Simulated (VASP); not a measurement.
Here is a VASP 6.6.1 calculation.

File POSCAR:

```
TaN
1.0
    2.9379988584      0.0000000000      0.0000000000
   -1.4689994292      2.5443816477      0.0000000000
    0.0000000000      0.0000000000      2.8830000000
Ta N
1 1
Direct
    0.3333333333      0.6666666667      0.5000000000
   -0.0196511400     -0.0393022800     -0.0346860909
```

File INCAR.step1:

```
SYSTEM = TaN
  ALGO = Normal
  EDIFF = 1E-4
  ENCUT = 520
  GGA = PE
  ISMEAR = 0
  LASPH = .True.
  LCHARG = .False.
  LREAL = .False.
  LWAVE = .True.
  NBANDS = 15
  NELM = 100
  PREC = Accurate
  SIGMA = 0.15
```

INCAR.step2

```
SYSTEM = TaN
  ALGO = Normal
  EDIFF = 1E-6
  ENCUT = 520
  ISIF = 2
  ISMEAR = 0
  ISTART = 1
  LASPH = .True.
  LCHARG = .True.
  LELF = .True.
  LMIXTAU = .True.
  LREAL = .False.
  LVHAR = .True.
  LWAVE = .False.
  METAGGA = R2SCAN
  NBANDS = 15
  NELM = 100
  PREC = Accurate
  SIGMA = 0.15
```

Contents of KPOINTS:

```
k-points
0
Gamma
  18 18 16
  0 0 0
```

Potentials or basis: VASP PAW PBE potentials, release 64 (Ta_pv, N).

Command:

```sh
$ cat potpaw_PBE.64/Ta_pv/POTCAR potpaw_PBE.64/N/POTCAR > POTCAR
$ cp INCAR.step1 INCAR
$ mpirun -np 1 vasp_std > vasp.out
$ cp INCAR.step2 INCAR
$ mpirun -np 1 vasp_std > vasp.out
```

(1) Predict the band gap on the k mesh.

(2) Estimate the largest force.

Answers

(1) zero (bands 8 and 9 overlap by 0.27 eV).

(2) 1.997 eV/Å.

Caveat: the cell differs from its parent crystal (atom 2 (N) moved by (-0.100, -0.100) A along y and z); the PAW data sets were made with another functional, which shifts forces and pressure a little; spin-orbit coupling is left out, which moves the levels of the heavy elements.
